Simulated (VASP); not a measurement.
GdN, 2 atoms in the cell. The structure is hexagonal, space group P-6m2 (No. 187). The conventional cell has a = 3.399 Å, b = 3.399 Å, c = 3.087 Å, α = 90.00°, β = 90.00°, γ = 120.00°. Within 3.4 Å of Gd (site symmetry -6m2) lie 6 N at 2.50 Å and 8 Gd at 3.09 to 3.40 Å. Within 3.4 Å of N (site symmetry -6m2) lie 6 Gd at 2.50 Å and 8 N at 3.09 to 3.40 Å. 

- Program: VASP 6.6.1
- Task: relaxation of shape and atoms at fixed volume
- Functional: PBEsol
- Potentials or basis: VASP PAW PBE potentials, release 64 (Gd, N)
- Cutoff: 600 eV
- k mesh: 10 × 10 × 10
- Occupations: gaussian, width 0.05 eV
- Spin: collinear spin, ferromagnetic start
- Starting moments: [7.53, 0.0] μB
- Dipole correction: no
- Further INCAR settings: ALGO = Normal; EDIFF = 1e-06; IBRION = 2; EDIFFG = -0.01; NSW = 60; ISIF = 4

Potentials or basis: VASP PAW PBE potentials, release 64 (Gd, N).

Command:

```sh
$ cat potpaw_PBE.64/Gd/POTCAR potpaw_PBE.64/N/POTCAR > POTCAR
$ mpirun -np 1 vasp_std > vasp.out
```

Hardware: 1 thread of Intel(R) Xeon(R) 6975P-C (Granite Rapids), with other jobs on the host.

Question: How long does it take, and how much memory?

Answer: Wall time 10 min on 1 thread of Intel(R) Xeon(R) 6975P-C (Granite Rapids), on a shared host, peak memory 0.28 GiB. Counts: scf iterations 62, k points 84, ion steps 2.
